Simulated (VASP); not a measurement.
# CsSb6 (Pm-3m) in VASP: a series of runs, part 2 of 2

VASP 6.6.1. Earlier steps stand in the parts before.

### 3 Relaxation of cell and atoms, PBE

This run uses another cell than the first one, of 31.08 Å³/atom.

INCAR

```
  PREC = Accurate
  ENCUT = 600
  EDIFF = 1E-6
  ISMEAR = 0
  SIGMA = 0.1
  LREAL = False
  LASPH = True
  NELM = 100
  ALGO = Normal
  ISIF = 3
  LWAVE = False
  LCHARG = False
  GGA = PE
  IBRION = 2
  NSW = 90
  EDIFFG = -0.04
```

KPOINTS

```
Automatic mesh
0
Gamma
  4 4 4
```

POSCAR

```
CsSb6
1.0
    6.0144821900      0.0000000000      0.0000000000
    0.0000000000      6.0144821900      0.0000000000
    0.0000000000      0.0000000000      6.0144821900
Cs Sb
1 6
Direct
    0.0000000000      0.0000000000      0.0000000000
    0.1989492800      0.5000000000      0.5000000000
    0.5000000000      0.5000000000      0.8010507200
    0.5000000000      0.5000000000      0.1989492800
    0.5000000000      0.1989492800      0.5000000000
    0.5000000000      0.8010507200      0.5000000000
    0.8010507200      0.5000000000      0.5000000000
```

Potentials or basis: VASP PAW PBE potentials, release 64 (Cs_sv, Sb).

The run is started by

```
> cat potpaw_PBE.64/Cs_sv/POTCAR potpaw_PBE.64/Sb/POTCAR > POTCAR
> mpirun -np 1 vasp_std > vasp.out
```

OUTCAR:

```text
PREC = Accurate
   ENCUT = 600
   EDIFF = 1E-6
   ISMEAR = 0
   LREAL = False
   LASPH = True
   NELM = 100
   ISIF = 3
   GGA = PE
   IBRION = 2
   NSW = 90
   EDIFFG = -0.04

 ion  position               nearest neighbor table
   1  0.000  0.000  0.000-
   2  0.199  0.500  0.500-   7 2.39   4 2.56   5 2.56   6 2.56   3 2.56   7 3.62
   3  0.500  0.500  0.801-   4 2.39   2 2.56   5 2.56   6 2.56   7 2.56   4 3.62
   4  0.500  0.500  0.199-   3 2.39   2 2.56   5 2.56   6 2.56   7 2.56   3 3.62
   5  0.500  0.199  0.500-   6 2.39   3 2.56   4 2.56   2 2.56   7 2.56   6 3.62
   6  0.500  0.801  0.500-   5 2.39   3 2.56   4 2.56   2 2.56   7 2.56   5 3.62
   7  0.801  0.500  0.500-   2 2.39   3 2.56   4 2.56   5 2.56   6 2.56   2 3.62

  LATTYP: Found a simple cubic cell.
 ALAT       =     6.0144821900

  Lattice vectors:

 A1 = (   6.0144821900,   0.0000000000,   0.0000000000)
 A2 = (   0.0000000000,   6.0144821900,   0.0000000000)
 A3 = (   0.0000000000,   0.0000000000,   6.0144821900)

Analysis of symmetry for initial positions (statically):
=====================================================================
 Subroutine PRICEL returns:
 Original cell was already a primitive cell.

 Routine SETGRP: Setting up the symmetry group for a
 simple cubic supercell.

 Subroutine GETGRP returns: Found 48 space group operations
 (whereof 48 operations were pure point group operations)
 out of a pool of 48 trial point group operations.

[... 146 lines left out ...]
   NGX = 25   NGY = 25   NGZ = 25

--------------------------------------- Ionic step        1  -------------------------------------------

 number of electron      39.0000002 magnetization

 Free energy of the ion-electron system (eV)
  ---------------------------------------------------
  ext. energy  EPLUGINS =         0.00000000
  ---------------------------------------------------
  free energy    TOTEN  =        -7.66876008 eV

  energy without entropy =       -7.64920016  energy(sigma->0) =       -7.65898012

 E-fermi :   7.1246     XC(G=0):  -8.9791

 val. band max:        7.1172818212   @ k =   0.2500   0.0000   0.0000
 cond. band min:       7.3306177125   @ k =   0.2500   0.2500   0.0000
 fundamental gap:      0.2133358913
 Fermi energy:         7.1245968596
[... 641 lines left out ...]
  FREE ENERGIE OF THE ION-ELECTRON SYSTEM (eV)
  ---------------------------------------------------
  free  energy   TOTEN  =       -21.1721309899 eV

  energy  without entropy=      -21.1411618488  energy(sigma->0) =      -21.15664642

[... ionic steps 4 to 20 ...]

--------------------------------------- Ionic step       21  -------------------------------------------

 number of electron      39.0000000 magnetization

------------------------ aborting loop because EDIFF is reached ----------------------------------------
[... 77 lines left out ...]
--------------------------------------- Ionic step       23  -------------------------------------------

 number of electron      38.9999997 magnetization

 Free energy of the ion-electron system (eV)
  ---------------------------------------------------
  ext. energy  EPLUGINS =         0.00000000
  ---------------------------------------------------
  free energy    TOTEN  =       -23.52586767 eV

  energy without entropy =      -23.50544085  energy(sigma->0) =      -23.51565426

 E-fermi :   2.1059     XC(G=0):  -6.5571

 val. band max:        2.0573086766   @ k =   0.2500   0.0000   0.0000
 cond. band min:       2.1434570078   @ k =   0.5000   0.2500   0.0000
 fundamental gap:      0.0861483312
 Fermi energy:         2.1058894514
[... 292 lines left out ...]
  FREE ENERGIE OF THE ION-ELECTRON SYSTEM (eV)
  ---------------------------------------------------
  free  energy   TOTEN  =       -23.5258676712 eV

  energy  without entropy=      -23.5054408459  energy(sigma->0) =      -23.51565426

 reached required accuracy - stopping structural energy minimisation
```

OSZICAR:

```text
N       E                     dE             d eps       ncg     rms          rms(c)
DAV:   1     0.318720712971E+03    0.31872E+03   -0.15210E+04   460   0.154E+03
DAV:   2     0.243962804994E+02   -0.29432E+03   -0.29198E+03   602   0.245E+02
DAV:   3    -0.757029872279E+01   -0.31967E+02   -0.31386E+02   581   0.829E+01
[... 278 lines left out ...]
DAV:   5    -0.235258601203E+02    0.85376E-05   -0.74633E-05   489   0.413E-02    0.450E-03
DAV:   6    -0.235258631635E+02   -0.30431E-05   -0.52006E-06   523   0.989E-03    0.296E-03
DAV:   7    -0.235258665883E+02   -0.34249E-05   -0.23100E-06   347   0.701E-03    0.152E-03
DAV:   8    -0.235258680421E+02   -0.14538E-05   -0.13350E-06   321   0.521E-03    0.117E-03
DAV:   9    -0.235258676712E+02    0.37089E-06   -0.26978E-07   265   0.233E-03
  23 F= -.23525868E+02 E0= -.23515654E+02  d E =-.247943E-01
```

It took 12 min on 1 thread of AMD EPYC 7R13 (Zen 3), shared host; peak memory 0.33 GiB.

Results:

```
Free energy                           : -23.5259 eV
Relaxed volume                        : 57.30 Å³/atom
Relaxed cell                          : a = 7.375 Å, b = 7.375 Å, c = 7.375 Å, α = 90.00°, β = 90.00°, γ = 90.00°
Space group after relaxing (to 0.1 Å) : Pm-3m (No. 221)
Energy gained by relaxing             : 2265.3 meV/atom
Ionic steps                           : 23
Pressure after relaxing               : 0.0 GPa
Largest force after relaxing          : 0.012 eV/Å
Band gap on the k mesh                : zero (an odd number of electrons rules out a gap without spin polarisation)
```

Forces on the atoms (eV/Å):
```
Cs   0.000  0.000  0.000
Sb  -0.012  0.000  0.000
Sb   0.000  0.000  0.012
Sb   0.000  0.000 -0.012
Sb   0.000 -0.012  0.000
Sb   0.000  0.012  0.000
Sb   0.012  0.000  0.000
```

Step by step:
```tsv
step	energy change (eV)	largest force (eV/Å)	pressure (GPa)	volume (Å³)
1	0.0000	6.3585	48.52	217.57
2	-13.3262	0.0387	-0.93	668.93
3	-13.5034	0.1634	-0.88	638.64
4	-13.6685	0.3619	-0.81	611.49
5	-14.3422	3.2249	3.23	381.26
6	-14.2869	1.9677	0.54	483.32
7	-14.3636	2.2691	1.02	457.83
8	-14.5766	0.1956	-1.96	494.90
9	-14.7384	0.3322	-0.96	477.63
10	-14.9048	0.4707	-0.86	457.33
11	-15.3704	0.9184	0.14	399.90
12	-13.3281	1.1333	10.84	299.87
13	-15.3461	1.0763	0.68	389.81
14	-15.3653	1.0663	1.53	372.20
15	-15.4179	0.9445	1.70	367.84
16	-15.4701	0.5885	2.58	355.64
17	-15.5888	0.3835	2.12	361.23
18	-15.7858	0.0512	1.13	378.34
19	-15.7802	0.3959	0.06	414.17
20	-15.8285	0.3208	0.41	398.87
21	-15.8323	0.2697	0.57	393.54
22	-15.8498	0.1484	0.29	396.89
23	-15.8571	0.0115	-0.04	401.11
```

Final structure:
```xyz
7
Lattice="7.3749 0.0000 0.0000 0.0000 7.3749 0.0000 0.0000 0.0000 7.3749" Properties=species:S:1:pos:R:3 pbc="T T T"
Cs    0.0000    0.0000    0.0000
Sb    1.4722    3.6874    3.6874
Sb    3.6874    3.6874    5.9026
Sb    3.6874    3.6874    1.4722
Sb    3.6874    1.4722    3.6874
Sb    3.6874    5.9026    3.6874
Sb    5.9026    3.6874    3.6874
```

Caveat: the volume moved by over 15 % at a fixed basis, so the end points are rough; spin-orbit coupling is left out, which moves the levels of the heavy elements.
